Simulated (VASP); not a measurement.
A run of VASP 6.6.1:

Contents of INCAR:

```
SYSTEM = Zn16S15N
PREC = Accurate
ENCUT = 520
EDIFF = 1E-8
ISMEAR = -1
SIGMA = 0.01
LREAL = Auto
LASPH = .True.
NELM = 100
ALGO = Normal
ISIF = 2
LWAVE = .False.
LCHARG = .False.
GGA = PE
LEFG = .True.
NELECT = 288.0
NBANDS = 166
```

Contents of KPOINTS:

```
regular mesh
0
Gamma
  3 3 2
  0 0 0
```

The input POSCAR:

```
Zn16S15N
1.0
    7.6115929341      0.0000000000      0.0000000000
   -3.8057964671      6.5918328442      0.0000000000
    0.0000000000      0.0000000000     12.4759632600
Zn N S
16 1 15
Direct
    0.1666666667      0.3333333333      0.0000698400
    0.1666666667      0.3333333333      0.5000698400
    0.1666666667      0.8333333333      0.0000698400
    0.1666666667      0.8333333333      0.5000698400
    0.6666666667      0.3333333333      0.0000698400
    0.6666666667      0.3333333333      0.5000698400
    0.6666666667      0.8333333333      0.0000698400
    0.6666666667      0.8333333333      0.5000698400
    0.3333333333      0.1666666667      0.2500698400
    0.3333333333      0.1666666667      0.7500698400
    0.3333333333      0.6666666667      0.2500698400
    0.3333333333      0.6666666667      0.7500698400
    0.8333333333      0.1666666667      0.2500698400
    0.8333333333      0.1666666667      0.7500698400
    0.8333333333      0.6666666667      0.2500698400
    0.8333333333      0.6666666667      0.7500698400
    0.1666666667      0.3333333333      0.1874301600
    0.1666666667      0.3333333333      0.6874301600
    0.1666666667      0.8333333333      0.1874301600
    0.1666666667      0.8333333333      0.6874301600
    0.6666666667      0.3333333333      0.1874301600
    0.6666666667      0.3333333333      0.6874301600
    0.6666666667      0.8333333333      0.1874301600
    0.6666666667      0.8333333333      0.6874301600
    0.3333333333      0.1666666667      0.4374301600
    0.3333333333      0.1666666667      0.9374301600
    0.3333333333      0.6666666667      0.4374301600
    0.3333333333      0.6666666667      0.9374301600
    0.8333333333      0.1666666667      0.4374301600
    0.8333333333      0.1666666667      0.9374301600
    0.8333333333      0.6666666667      0.4374301600
    0.8333333333      0.6666666667      0.9374301600
```

Potentials or basis: VASP PAW PBE potentials, release 64 (Zn, N, S).

Run with:

```bash
$ cat potpaw_PBE.64/Zn/POTCAR potpaw_PBE.64/N/POTCAR potpaw_PBE.64/S/POTCAR > POTCAR
$ mpirun -np 1 vasp_std > vasp.out
```

Hardware: 1 thread of Intel(R) Xeon(R) 6975P-C (Granite Rapids), with other jobs on the host.

Task: How long does it take, and how much memory?

Result: Run time: 22 min on 1 thread of Intel(R) Xeon(R) 6975P-C (Granite Rapids), with other jobs on the host, peak memory 0.93 GiB. Counts: scf iterations 27, k points 6.
